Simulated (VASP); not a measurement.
# Ba (Pm-3m) in VASP: a series of runs

Runs on Ba. Level: LDA. Tasks: single point.

Everything below comes from runs of VASP 6.6.1. Logs are shortened: lines on timing, memory, paths and dates and some standing lists are left out, and cuts for length are marked.

### Step 1. The cell of the first run

The structure is cubic, space group Pm-3m (No. 221). The conventional cell has a = 3.838 Å, b = 3.838 Å, c = 3.838 Å, α = 90.00°, β = 90.00°, γ = 90.00°. Ba (site symmetry m-3m) has 6 Ba at 3.84 Å within 5.0 Å.

### Step 2. Single point, LDA

Input file INCAR:

```
PREC     = Accurate       # precision mode
ENCUT    = 520            # plane-wave cutoff, eV
EDIFF    = 1E-7           # SCF threshold, eV
ISMEAR   = 1              # smearing method
SIGMA    = 0.15           # smearing width, eV
LREAL    = F              # projectors in reciprocal space
LASPH    = T              # aspherical terms in the spheres
NELM     = 100            # most SCF steps
ALGO     = Normal         # electronic algorithm
ISIF     = 2              # what is computed and relaxed
LWAVE    = F              # write WAVECAR
LCHARG   = T              # write CHGCAR
GGA      = CA             # functional
LELF     = T              # ELF
LVHAR    = T            
NBANDS   = 11             # bands
```

Input file KPOINTS:

```
Automatic mesh
0
Gamma
  6 6 6
```

Input file POSCAR:

```
Ba
1.0
    3.8377421307      0.0000000000      0.0000000000
    0.0000000000      3.8377421307      0.0000000000
    0.0000000000      0.0000000000      3.8377421307
Ba
1
Direct
    0.0000000000      0.0000000000      0.0000000000
```

Potentials or basis: VASP PAW LDA potentials, release 64 (Ba_sv).

The run is started by

```bash
cat potpaw_LDA.64/Ba_sv/POTCAR > POTCAR
mpirun -np 1 vasp_std > vasp.out
```

OUTCAR:

```text
PREC = Accurate
   ENCUT = 520
   EDIFF = 1E-7
   ISMEAR = 1
   LREAL = F
   LASPH = T
   NELM = 100
   ISIF = 2
   GGA = CA

 ion  position               nearest neighbor table
   1  0.000  0.000  0.000-

  LATTYP: Found a simple cubic cell.
 ALAT       =     3.8377421307

  Lattice vectors:

 A1 = (   3.8377421307,   0.0000000000,   0.0000000000)
 A2 = (   0.0000000000,   3.8377421307,   0.0000000000)
 A3 = (   0.0000000000,   0.0000000000,   3.8377421307)

Analysis of symmetry for initial positions (statically):
=====================================================================
 Subroutine PRICEL returns:
 Original cell was already a primitive cell.

 Routine SETGRP: Setting up the symmetry group for a
 simple cubic supercell.

 Subroutine GETGRP returns: Found 48 space group operations
 (whereof 48 operations were pure point group operations)
 out of a pool of 48 trial point group operations.

The static configuration has the point symmetry O_h .

Analysis of symmetry for dynamics (positions and initial velocities):
=====================================================================
 Subroutine PRICEL returns:
 Original cell was already a primitive cell.

 Routine SETGRP: Setting up the symmetry group for a
 simple cubic supercell.

 Subroutine GETGRP returns: Found 48 space group operations
 (whereof 48 operations were pure point group operations)
 out of a pool of 48 trial point group operations.

The dynamic configuration has the point symmetry O_h .

 Subroutine INISYM returns: Found 48 space group operations
 (whereof 48 operations are pure point group operations),
 and found     1 'primitive' translations

----------------------------------------------------------------------------------------

                                     Primitive cell

  volume of cell :      56.5233

  direct lattice vectors                    reciprocal lattice vectors
     3.837742131  0.000000000  0.000000000     0.260569878  0.000000000  0.000000000
     0.000000000  3.837742131  0.000000000     0.000000000  0.260569878  0.000000000
     0.000000000  0.000000000  3.837742131     0.000000000  0.000000000  0.260569878

  length of vectors
     3.837742131  3.837742131  3.837742131     0.260569878  0.260569878  0.260569878

  position of ions in fractional coordinates (direct lattice)
     0.000000000  0.000000000  0.000000000

  ion indices of the primitive-cell ions
   primitive index   ion index
                 1           1

----------------------------------------------------------------------------------------

 KPOINTS: Automatic mesh

Automatic generation of k-mesh.
 Grid dimensions read from file:
 generate k-points for:    6    6    6

 Generating k-lattice:

  Cartesian coordinates                     Fractional coordinates (reciprocal lattice)
     0.043428313  0.000000000  0.000000000     0.166666667  0.000000000  0.000000000
     0.000000000  0.043428313  0.000000000     0.000000000  0.166666667  0.000000000
     0.000000000  0.000000000  0.043428313     0.000000000  0.000000000  0.166666667

  Length of vectors
     0.043428313  0.043428313  0.043428313

  Shift w.r.t. Gamma in fractional coordinates (k-lattice)
     0.000000000  0.000000000  0.000000000

 Subroutine IBZKPT returns following result:
 ===========================================

 Found     20 irreducible k-points:

 Following reciprocal coordinates:
            Coordinates               Weight
  0.000000  0.000000  0.000000      1.000000
  0.166667  0.000000  0.000000      6.000000
  0.333333  0.000000  0.000000      6.000000
  0.500000  0.000000  0.000000      3.000000
  0.166667  0.166667  0.000000     12.000000
  0.333333  0.166667  0.000000     24.000000
[... 12 lines left out ...]
  0.500000  0.500000  0.333333      6.000000
  0.500000  0.500000  0.500000      1.000000
   k-points           NKPTS =     20   k-points in BZ     NKDIM =     20   number of bands    NBANDS=     11
   number of dos      NEDOS =    301   number of ions     NIONS =      1
   total plane-waves  NPLWV =  27000
   dimension x,y,z NGX =    30 NGY =   30 NGZ =   30
   dimension x,y,z NGXF=    60 NGYF=   60 NGZF=   60
   ions per type =               1
   NGX,Y,Z   is equivalent  to a cutoff of  13.00, 13.00, 13.00 a.u.
   NGXF,Y,Z  is equivalent  to a cutoff of  25.99, 25.99, 25.99 a.u.
 SYSTEM =  unknown system
   PREC   = accura    normal or accurate (medium, high low for compatibility)
   ISTART =      0    job   : 0-new  1-cont  2-samecut
   ICHARG =      2    charge: 1-file 2-atom 10-const
   ISPIN  =      1    spin polarized calculation?
   LNONCOLLINEAR =      F non collinear calculations
   LSORBIT =      F    spin-orbit coupling
   LASPH  =      T    aspherical Exc in radial PAW
   ENCUT  =  520.0 eV  38.22 Ry    6.18 a.u.   7.14  7.14  7.14*2*pi/ulx,y,z
   NELM   =    100;   NELMIN=  2; NELMDL= -5     # of ELM steps
   EDIFF  = 0.1E-06   stopping-criterion for ELM
   LREAL  =      F    real-space projection
   EDIFFG = 0.1E-05   stopping-criterion for IOM
   NSW    =      0    number of steps for IOM
   IBRION =     -1    ionic relax: 0-MD 1-quasi-New 2-CG
   NFREE  =      0    steps in history (QN), initial steepest desc. (CG)
   ISIF   =      2    stress and relaxation
   ISYM   =      2    0-nonsym 1-usesym 2-fastsym
   POTIM  = 0.5000    time-step for ionic-motion
   TEBEG  =    0.0;   TEEND  =   0.0 temperature during run
   PSTRESS=    0.0 pullay stress
   NELECT =      10.0000    total number of electrons
   NUPDOWN=      -1.0000    fix difference up-down
   EMIN   =  10.00;   EMAX   =-10.00  energy-range for DOS
   EFERMI =   0.00;   METHOD = LEGACY
   ISMEAR =     1;   SIGMA  =   0.15  broadening in eV -4-tet -1-fermi 0-gaus
   EFERMI_NEDOS =   21; number of points for ismear=-14 and -15
   IALGO  =     38    algorithm
   IMIX   =      4    mixing-type and parameters
     AMIX     =   0.40;   BMIX     =  1.00
     AMIX_MAG =   1.60;   BMIX_MAG =  1.00
  volume/ion in A,a.u.               =      56.52       381.44
  Fermi-wavevector in a.u.,A,eV,Ry     =   0.919036  1.736726 11.491842  0.844627
  Thomas-Fermi vector in A             =   2.044184
   LORBIT       =      0    0 simple, 1 ext, 2 COOP (PROOUT), +10 PAW based schemes
   GGA     = CA    functional components
   LHFCALC =     F    Hartree Fock is set to
   AEXX    =    0.0000 exact exchange contribution
   IVDW    =     0    specifies the selected vdW correction
   LEPSILON=     F    determine dielectric tensor
   LRPA    =     F    only Hartree local field effects (RPA)
 non-spin polarized calculation
 Methfessel and Paxton  Order N= 1 SIGMA  =   0.15
  energy-cutoff  :      520.00
  volume of cell :       56.52
 maximum number of plane-waves:      1568
 NGX is ok and might be reduce to    30
   NGX = 15   NGY = 15   NGZ = 15

 number of electron       9.9999999 magnetization

 number of electron      10.0000000 magnetization

 Free energy of the ion-electron system (eV)
  ---------------------------------------------------
  ext. energy  EPLUGINS =         0.00000000
  ---------------------------------------------------
  free energy    TOTEN  =        -1.95349259 eV

  energy without entropy =       -1.95828152  energy(sigma->0) =       -1.95508890

 E-fermi :   1.8619     XC(G=0):  -7.9540

 val. band max:        1.7684140419   @ k =   0.1667   0.0000   0.0000
 cond. band min:       1.8787503106   @ k =   0.5000   0.1667   0.1667
 fundamental gap:      0.1103362688
 Fermi energy:         1.8619356951

 k-point     1 :       0.0000    0.0000    0.0000
  band No.  band energies     occupation
      1     -27.2211      2.00000
      2     -11.9757      2.00000
      3     -11.9757      2.00000
      4     -11.9757      2.00000
      5      -0.8811      2.00000
      6       1.6346      2.05390
      7       1.6346      2.05390
      8       7.0390      0.00000
      9       7.0390      0.00000
     10       7.0390      0.00000
     11       9.8249      0.00000

 k-point     2 :       0.1667    0.0000    0.0000
  band No.  band energies     occupation
      1     -27.2003      2.00000
      2     -12.2293      2.00000
      3     -11.9538      2.00000
      4     -11.9538      2.00000
      5      -0.4531      2.00000
      6       1.7684      1.86054
      7       2.1324     -0.02861
      8       6.0736      0.00000
      9       6.0736      0.00000
     10       7.1102      0.00000
     11       8.4643      0.00000

 k-point     3 :       0.3333    0.0000    0.0000
  band No.  band energies     occupation
      1     -27.1581      2.00000
      2     -12.6910      2.00000
      3     -11.9093      2.00000
      4     -11.9093      2.00000
      5       0.4331      2.00000
      6       2.0722     -0.06344
      7       2.9239     -0.00000
      8       4.9313      0.00000
      9       4.9313      0.00000
     10       7.2605      0.00000
     11       7.8119      0.00000

 k-point     4 :       0.5000    0.0000    0.0000
  band No.  band energies     occupation
      1     -27.1368      2.00000
      2     -12.9036      2.00000
      3     -11.8868      2.00000
      4     -11.8868      2.00000
      5       1.0343      2.00000
      6       2.2482     -0.00164
      7       2.8087     -0.00000
      8       4.5046     -0.00000
      9       4.5046     -0.00000
     10       7.3403      0.00000
     11       8.9357      0.00000
[... 183 lines left out ...]
 k-point    18 :       0.5000    0.3333    0.3333
  band No.  band energies     occupation
      1     -27.0161      2.00000
      2     -12.7033      2.00000
      3     -12.4834      2.00000
      4     -12.4650      2.00000
      5       1.4424      2.00056
      6       2.0777     -0.06056
      7       2.4496     -0.00000
      8       5.5747      0.00000
      9       5.8682      0.00000
     10       7.4729      0.00000
     11       8.2432      0.00000

 k-point    19 :       0.5000    0.5000    0.3333
  band No.  band energies     occupation
      1     -26.9958      2.00000
      2     -12.6702      2.00000
      3     -12.6702      2.00000
      4     -12.4443      2.00000
      5       1.2730      2.00000
      6       2.0638     -0.06710
      7       2.0638     -0.06710
      8       5.8142      0.00000
      9       6.6950      0.00000
     10       8.6394      0.00000
     11       8.6402      0.00000

 k-point    20 :       0.5000    0.5000    0.5000
  band No.  band energies     occupation
      1     -26.9757      2.00000
      2     -12.6381      2.00000
      3     -12.6381      2.00000
      4     -12.6381      2.00000
      5       1.6004      2.03340
      6       1.6004      2.03340
      7       1.6004      2.03340
      8       5.8467      0.00000
      9       8.9121      0.00000
     10       8.9123      0.00000
     11       9.0980      0.00000

------------------------ aborting loop because EDIFF is reached ----------------------------------------

  FORCE on cell =-STRESS in cart. coord.  units (eV):
  Direction    XX          YY          ZZ          XY          YZ          ZX
  --------------------------------------------------------------------------------------
  -------------------------------------------------------------------------------------
  Total       -0.2954660     -0.2954660     -0.2954660     -0.0000000     -0.0000000     -0.0000000
  in kB       -8.3751126     -8.3751126     -8.3751126     -0.0000000     -0.0000000     -0.0000000
  external PRESSURE =      -8.3751126 kB  Pullay stress =       0.0000000 kB

 VOLUME and BASIS-vectors are now :
 -----------------------------------------------------------------------------
  energy-cutoff  :      520.00
  volume of cell :       56.52
      direct lattice vectors                 reciprocal lattice vectors
     3.837742131  0.000000000  0.000000000     0.260569878  0.000000000  0.000000000
     0.000000000  3.837742131  0.000000000     0.000000000  0.260569878  0.000000000
     0.000000000  0.000000000  3.837742131     0.000000000  0.000000000  0.260569878

 POSITION                                       TOTAL-FORCE (eV/Angst)
 -----------------------------------------------------------------------------------
      0.00000      0.00000      0.00000         0.000000      0.000000      0.000000
 -----------------------------------------------------------------------------------
    total drift:                               -0.000000      0.000000     -0.000000

  FREE ENERGIE OF THE ION-ELECTRON SYSTEM (eV)
  ---------------------------------------------------
  free  energy   TOTEN  =        -1.9534925922 eV

  energy  without entropy=       -1.9582815211  energy(sigma->0) =       -1.95508890
```

Wall time 5.5 s (1 thread of Intel Xeon 6975P-C (Granite Rapids), shared host); peak memory 0.15 GiB.

What came out:

| Quantity | Value |
| --- | --- |
| Free energy | -1.9535 eV |
| Pressure | -0.8 GPa |
| Band gap on the k mesh | zero (band 5 reaches 1.88 eV, above the bottom of band 6 at 1.60 eV) |

Caveat: spin-orbit coupling is left out, which moves the levels of the heavy elements.

[end of part 1 of 2]
